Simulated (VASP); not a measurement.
# V (P6_3/mmc) in VASP: further runs

The runs below take V through relaxation of cell and atoms, with PBE.

Everything below comes from runs of VASP 6.6.1. Logs are shortened: lines on timing, memory, paths and dates and some standing lists are left out, and cuts for length are marked.

**1. The cell of the first run**

Symmetry: P6_3/mmc, No. 194, hexagonal system. The conventional cell has a = 2.679 Å, b = 2.679 Å, c = 4.340 Å, α = 90.00°, β = 90.00°, γ = 120.00°. Within 3.5 Å of V (site symmetry -6m2) lie 12 V at 2.67 to 2.68 Å.

This isn't the form of V at room conditions, which is bcc.

**2. Relaxation of cell and atoms, PBE, target pressure -0.18 GPa, at which the enthalpy is minimised**

The input, INCAR:

```
PREC = Accurate
ENCUT = 600
EDIFF = 1E-7
ISMEAR = -1
SIGMA = 0.1
LREAL = F
LASPH = T
NELM = 60
ALGO = Normal
ISIF = 3
LWAVE = F
LCHARG = F
GGA = PE
IBRION = 2
NSW = 60
EDIFFG = -0.005
PSTRESS = -1.7999999999999998
```

The input, KPOINTS:

```
Automatic mesh
0
Gamma
  16 16 9
```

The input, POSCAR:

```
V
1.0
    2.6792585563      0.0000000000      0.0000000000
   -1.3396292782      2.3203059731      0.0000000000
    0.0000000000      0.0000000000      4.3403988612
V
2
Direct
    0.3333333333      0.6666666667      0.2500000000
    0.6666666667      0.3333333333      0.7500000000
```

Potentials or basis: VASP PAW PBE potentials, release 64 (V_sv).

Command:

```bash
cat potpaw_PBE.64/V_sv/POTCAR > POTCAR
mpirun -np 1 vasp_std > vasp.out
```

OUTCAR:

```text
PREC = Accurate
   ENCUT = 600
   EDIFF = 1E-7
   ISMEAR = -1
   LREAL = F
   LASPH = T
   NELM = 60
   ISIF = 3
   GGA = PE
   IBRION = 2
   NSW = 60
   EDIFFG = -0.005
   PSTRESS = -1.7999999999999998

 ion  position               nearest neighbor table
   1  0.333  0.667  0.250-   2 2.67   2 2.67   2 2.67   2 2.67   2 2.67   2 2.67
   2  0.667  0.333  0.750-   1 2.67   1 2.67   1 2.67   1 2.67   1 2.67   1 2.67

  LATTYP: Found a hexagonal cell.
 ALAT       =     2.6792585563
 C/A-ratio  =     1.6200000000

  Lattice vectors:

 A1 = (   2.6792585563,   0.0000000000,   0.0000000000)
 A2 = (  -1.3396292782,   2.3203059731,   0.0000000000)
 A3 = (   0.0000000000,   0.0000000000,   4.3403988612)

Analysis of symmetry for initial positions (statically):
=====================================================================
 Subroutine PRICEL returns:
 Original cell was already a primitive cell.

 Routine SETGRP: Setting up the symmetry group for a
 hexagonal supercell.

 Subroutine GETGRP returns: Found 24 space group operations
 (whereof 12 operations were pure point group operations)
 out of a pool of 24 trial point group operations.

The static configuration has the point symmetry D_3d.
 The point group associated with its full space group is D_6h.

Analysis of symmetry for dynamics (positions and initial velocities):
=====================================================================
 Subroutine PRICEL returns:
 Original cell was already a primitive cell.

 Routine SETGRP: Setting up the symmetry group for a
 hexagonal supercell.

 Subroutine GETGRP returns: Found 24 space group operations
 (whereof 12 operations were pure point group operations)
 out of a pool of 24 trial point group operations.

The dynamic configuration has the point symmetry D_3d.
 The point group associated with its full space group is D_6h.

 Subroutine INISYM returns: Found 24 space group operations
 (whereof 12 operations are pure point group operations),
 and found     1 'primitive' translations

----------------------------------------------------------------------------------------

                                     Primitive cell

  volume of cell :      26.9830

  direct lattice vectors                    reciprocal lattice vectors
     2.679258556  0.000000000  0.000000000     0.373237588  0.215488822  0.000000000
    -1.339629278  2.320305973  0.000000000     0.000000000  0.430977643  0.000000000
     0.000000000  0.000000000  4.340398861     0.000000000  0.000000000  0.230393573

  length of vectors
[... 65 lines left out ...]
   number of dos      NEDOS =    301   number of ions     NIONS =      2
   total plane-waves  NPLWV =  20736
   dimension x,y,z NGX =    24 NGY =   24 NGZ =   36
   dimension x,y,z NGXF=    48 NGYF=   48 NGZF=   72
   ions per type =               2
   NGX,Y,Z   is equivalent  to a cutoff of  14.89, 14.89, 13.79 a.u.
   NGXF,Y,Z  is equivalent  to a cutoff of  29.78, 29.78, 27.58 a.u.
 SYSTEM =  unknown system
   PREC   = accura    normal or accurate (medium, high low for compatibility)
   ISTART =      0    job   : 0-new  1-cont  2-samecut
   ICHARG =      2    charge: 1-file 2-atom 10-const
   ISPIN  =      1    spin polarized calculation?
   LNONCOLLINEAR =      F non collinear calculations
   LSORBIT =      F    spin-orbit coupling
   LASPH  =      T    aspherical Exc in radial PAW
   ENCUT  =  600.0 eV  44.10 Ry    6.64 a.u.   5.35  5.35  8.67*2*pi/ulx,y,z
   NELM   =     60;   NELMIN=  2; NELMDL= -5     # of ELM steps
   EDIFF  = 0.1E-06   stopping-criterion for ELM
   LREAL  =      F    real-space projection
   EDIFFG = -.5E-02   stopping-criterion for IOM
   NSW    =     60    number of steps for IOM
   IBRION =      2    ionic relax: 0-MD 1-quasi-New 2-CG
   NFREE  =      1    steps in history (QN), initial steepest desc. (CG)
   ISIF   =      3    stress and relaxation
   ISYM   =      2    0-nonsym 1-usesym 2-fastsym
   POTIM  = 0.5000    time-step for ionic-motion
   TEBEG  =    0.0;   TEEND  =   0.0 temperature during run
   PSTRESS=   -1.8 pullay stress
   NELECT =      26.0000    total number of electrons
   NUPDOWN=      -1.0000    fix difference up-down
   EMIN   =  10.00;   EMAX   =-10.00  energy-range for DOS
   EFERMI =   0.00;   METHOD = LEGACY
   ISMEAR =    -1;   SIGMA  =   0.10  broadening in eV -4-tet -1-fermi 0-gaus
   EFERMI_NEDOS =   21; number of points for ismear=-14 and -15
   IALGO  =     38    algorithm
   IMIX   =      4    mixing-type and parameters
     AMIX     =   0.40;   BMIX     =  1.00
     AMIX_MAG =   1.60;   BMIX_MAG =  1.00
  volume/ion in A,a.u.               =      13.49        91.04
  Fermi-wavevector in a.u.,A,eV,Ry     =   1.616973  3.055636 35.573816  2.614602
  Thomas-Fermi vector in A             =   2.711473
   LORBIT       =      0    0 simple, 1 ext, 2 COOP (PROOUT), +10 PAW based schemes
   GGA     = PE    functional components
   LHFCALC =     F    Hartree Fock is set to
   AEXX    =    0.0000 exact exchange contribution
   IVDW    =     0    specifies the selected vdW correction
   LEPSILON=     F    determine dielectric tensor
   LRPA    =     F    only Hartree local field effects (RPA)
 conjugate gradient relaxation of ions
 non-spin polarized calculation
  energy-cutoff  :      600.00
  volume of cell :       26.98
 maximum number of plane-waves:       923
 NGX is ok and might be reduce to    24
   NGX = 11   NGY = 11   NGZ = 17

--------------------------------------- Ionic step        1  -------------------------------------------

 number of electron      25.9999998 magnetization

 Free energy of the ion-electron system (eV)
  ---------------------------------------------------
  ext. energy  EPLUGINS =         0.00000000
  ---------------------------------------------------
  free energy    TOTEN  =       -17.45179717 eV

  energy without entropy =      -17.32605229  energy(sigma->0) =      -17.38892473

 E-fermi :  10.1217     XC(G=0): -12.8876

 val. band max:       10.1207766401   @ k =   0.4375   0.0000   0.0000
 cond. band min:      10.1236962585   @ k =   0.3125  -0.0000   0.4444
 fundamental gap:      0.0029196184
 Fermi energy:        10.1217007106

 k-point     1 :       0.0000    0.0000    0.0000
  band No.  band energies     occupation
      1     -53.9512      2.00000
      2     -53.7617      2.00000
      3     -28.1324      2.00000
      4     -27.4081      2.00000
      5     -27.4081      2.00000
      6     -27.2896      2.00000
[... 736 lines left out ...]
--------------------------------------- Ionic step        8  -------------------------------------------

 number of electron      26.0000015 magnetization

 Free energy of the ion-electron system (eV)
  ---------------------------------------------------
  ext. energy  EPLUGINS =         0.00000000
  ---------------------------------------------------
  free energy    TOTEN  =       -17.53689103 eV

  energy without entropy =      -17.41900964  energy(sigma->0) =      -17.47795033

 E-fermi :   9.6806     XC(G=0): -12.7203

 val. band max:        9.6738998303   @ k =   0.1250   0.1250   0.1111
 cond. band min:       9.6806423035   @ k =   0.1875   0.1250   0.2222
 fundamental gap:      0.0067424731
 Fermi energy:         9.6805691915

 k-point     1 :       0.0000    0.0000    0.0000
  band No.  band energies     occupation
      1     -54.3520      2.00000
      2     -54.2408      2.00000
      3     -28.4544      2.00000
      4     -27.8065      2.00000
      5     -27.7031      2.00000
      6     -27.7031      2.00000
[... 504 lines left out ...]
  energy  without entropy=      -17.4190096368  energy(sigma->0) =      -17.47795033

  enthalpy is  TOTEN    =       -17.5681150431 eV   P V=       -0.0312240154

 reached required accuracy - stopping structural energy minimisation
```

OSZICAR:

```text
N       E                     dE             d eps       ncg     rms          rms(c)
DAV:   1     0.363458580700E+03    0.36346E+03   -0.18100E+04  5100   0.199E+03
DAV:   2    -0.733449470251E+01   -0.37079E+03   -0.36836E+03  5141   0.605E+02
DAV:   3    -0.199096737277E+02   -0.12575E+02   -0.12224E+02  6995   0.124E+02
[... 80 lines left out ...]
DAV:   4    -0.175368839570E+02    0.56891E-03   -0.15237E-03  5269   0.459E-01    0.471E-02
DAV:   5    -0.175368924417E+02   -0.84846E-05   -0.16321E-04  5829   0.141E-01    0.208E-02
DAV:   6    -0.175368907168E+02    0.17248E-05   -0.15547E-05  5963   0.457E-02    0.592E-03
DAV:   7    -0.175368912239E+02   -0.50709E-06   -0.31332E-06  6013   0.188E-02    0.670E-04
DAV:   8    -0.175368911144E+02    0.10946E-06   -0.23135E-08  2933   0.217E-03    0.209E-04
DAV:   9    -0.175368910277E+02    0.86770E-07   -0.37674E-09  2666   0.868E-04
   8 F= -.17568115E+02 E0= -.17509174E+02  d E =-.237945E-02
```

CONTCAR:

```text
V
   1.00000000000000
     2.6155935777036956    0.0000000000015458    0.0000000000000000
    -1.3077967888993212    2.2651704843005449    0.0000000000000000
    -0.0000000000000000   -0.0000000000000000    4.6908945858282891
  V
     2
Direct
     0.3333333332999970    0.6666666667000030    0.2500000000000000
     0.6666666667000030    0.3333333332999970    0.7500000000000000

  0.00000000E+00  0.00000000E+00  0.00000000E+00
  0.00000000E+00  0.00000000E+00  0.00000000E+00
```

It took 2.6 min on 1 thread of Intel Xeon 6975P-C (Granite Rapids), shared host; peak memory 0.21 GiB.

What came out:

| Quantity | Value |
| --- | --- |
| Free energy | -17.5369 eV |
| Relaxed volume | 13.90 Å³/atom |
| Relaxed cell | a = 2.616 Å, b = 2.616 Å, c = 4.691 Å, α = 90.00°, β = 90.00°, γ = 120.00° |
| Space group after relaxing (to 0.1 Å) | P6_3/mmc (No. 194) |
| Energy change on relaxing (the run minimises the enthalpy) | -42.5 meV/atom |
| Ionic steps | 8 |
| Pressure after relaxing | -0.2 GPa |
| Band gap on the k mesh | zero (bands 13 and 14 overlap by 1.82 eV) |

The path:
```
step  energy change (eV)  largest force (eV/Å)  pressure (GPa)  volume (Å³)
   1              0.0000                0.0000            5.69        26.98
   2             -0.0260                0.0000           -6.40        28.95
   3             -0.0345                0.0000           -2.92        28.31
   4             -0.0730                0.0000           -2.70        28.22
   5             -0.0822                0.0000           -2.34        28.15
   6             -0.0823                0.0000           -2.29        28.15
   7             -0.0818                0.0000            2.61        27.35
   8             -0.0851                0.0000           -0.19        27.79
```

Final structure:
```yaml
crystal:
  lattice:
    - [2.61559, 0.00000, 0.00000]
    - [-1.30780, 2.26517, 0.00000]
    - [0.00000, 0.00000, 4.69089]
  atoms:
    - { symbol: V, position: [0.33333, 0.66667, 0.25000] }
    - { symbol: V, position: [0.66667, 0.33333, 0.75000] }
```

Caveat: the cell is relaxed towards a set pressure, so the run minimises the enthalpy, not the energy.

**3. Relaxation of cell and atoms, PBE, target pressure -0.18 GPa, at which the enthalpy is minimised**

This run uses another cell than the first one, of 13.88 Å³/atom.

The input, INCAR:

```
SYSTEM = V
PREC     = Accurate       ! precision mode
ENCUT    = 600            ! plane-wave cutoff, eV
EDIFF    = 1E-7           ! SCF threshold, eV
ISMEAR   = -1             ! smearing method
SIGMA    = 0.1            ! smearing width, eV
LREAL    = .False.        ! projectors in reciprocal space
LASPH    = .True.         ! aspherical terms in the spheres
NELM     = 60             ! most SCF steps
ALGO     = Normal         ! electronic algorithm
ISIF     = 3              ! what is computed and relaxed
LWAVE    = .False.        ! write WAVECAR
LCHARG   = .False.        ! write CHGCAR
GGA      = PE             ! functional
IBRION   = 2              ! ionic algorithm
NSW      = 32             ! ionic steps
EDIFFG   = -0.005         ! ionic threshold
PSTRESS  = -1.7999999999999998
```

The input, KPOINTS:

```
regular mesh
0
Gamma
  16 16 9
  0 0 0
```

The input, POSCAR:

```
V
1.0
    2.6147175801      0.0000000000      0.0000000000
   -1.3073587901      2.2644118481      0.0000000000
    0.0000000000      0.0000000000      4.6889704715
V
2
Direct
    0.3333333333      0.6666666667      0.2500000000
    0.6666666667      0.3333333333      0.7500000000
```

Potentials or basis: VASP PAW PBE potentials, release 64 (V_sv).

Command:

```bash
cat potpaw_PBE.64/V_sv/POTCAR > POTCAR
mpirun -np 1 vasp_std > vasp.out
```

It took 59 s on 1 thread of Intel Xeon 6975P-C (Granite Rapids), shared host; peak memory 0.21 GiB.

It converged, with:

* Free energy: -17.5369 eV
* Relaxed volume: 13.89 Å³/atom
* Relaxed cell: a = 2.616 Å, b = 2.616 Å, c = 4.690 Å, α = 90.00°, β = 90.00°, γ = 120.00°
* Space group after relaxing (to 0.1 Å): P6_3/mmc (No. 194)
* Energy change on relaxing (the run minimises the enthalpy): +0.0 meV/atom
* Ionic steps: 3
* Pressure after relaxing: -0.2 GPa
* Band gap on the k mesh: zero (bands 13 and 14 overlap by 1.83 eV)

Final structure:
```cif
data_structure
_symmetry_space_group_name_H-M 'P 1'
_symmetry_Int_Tables_number 1
_cell_length_a 2.6156
_cell_length_b 2.6156
_cell_length_c 4.6904
_cell_angle_alpha 90.000
_cell_angle_beta 90.000
_cell_angle_gamma 120.000
_cell_volume 27.79
loop_
_atom_site_label
_atom_site_type_symbol
_atom_site_fract_x
_atom_site_fract_y
_atom_site_fract_z
_atom_site_occupancy
V1 V 0.33333 0.66667 0.25000 1
V2 V 0.66667 0.33333 0.75000 1
```

Levels at points of the mesh, in eV from the Fermi level:
| k point | band 11 | band 12 | band 13 | band 14 | band 15 | band 16 |
| --- | --- | --- | --- | --- | --- | --- |
| (0.00, 0.00, 0.00) | -0.51 | -0.15 | 0.31 | 0.31 | 0.64 | 0.64 |
| (0.50, 0.00, 0.00) | -2.69 | -0.32 | -0.25 | 0.32 | 0.56 | 2.96 |

Caveat: the cell is relaxed towards a set pressure, so the run minimises the enthalpy, not the energy.
